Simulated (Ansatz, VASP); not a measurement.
## SnO2 in VASP and in Ansatz

```
Sn O
1.0
     1.61709    0.93363    4.80059
    -1.61709    0.93363    4.80059
     0.00000   -1.86726    4.80059
Sn O
1 2
Direct
  0.46281 0.46281 0.54314
  0.23717 0.23717 0.23717
  0.76283 0.76283 0.76283
```

Alike in both runs: task single point; functional LDA; k mesh 12 × 12 × 12; occupations gaussian, width 0.05 eV; no spin polarisation.

|  | VASP | Ansatz |
| --- | --- | --- |
| version | VASP 6.6.1 | Ansatz 0.2.0 |
| potentials or method | VASP PAW LDA potentials, release 64 (Sn_d, O), cutoff 520 eV | scalar-relativistic, plane waves, PAW |
| valence electrons in the cell | 26 | 26 |

```csv
,VASP,Ansatz,Ansatz less VASP
gap on the k mesh at the Fermi level (eV),1.63,1.64,+0.004
least direct gap on the mesh (eV),1.83,1.83,0.000
pressure (GPa),-5.3,-6.0,-0.71
"traceless stress, the component that is largest in VASP (GPa)",3.83,3.53,-0.299
rms of the force components (eV/Å),1.384,1.366,-0.0184
```

LDA's correlation is that of Perdew and Zunger in VASP and of Perdew and Wang (1992) in Ansatz. Atom by atom the forces differ by 0.044 eV/Å (rms over components).
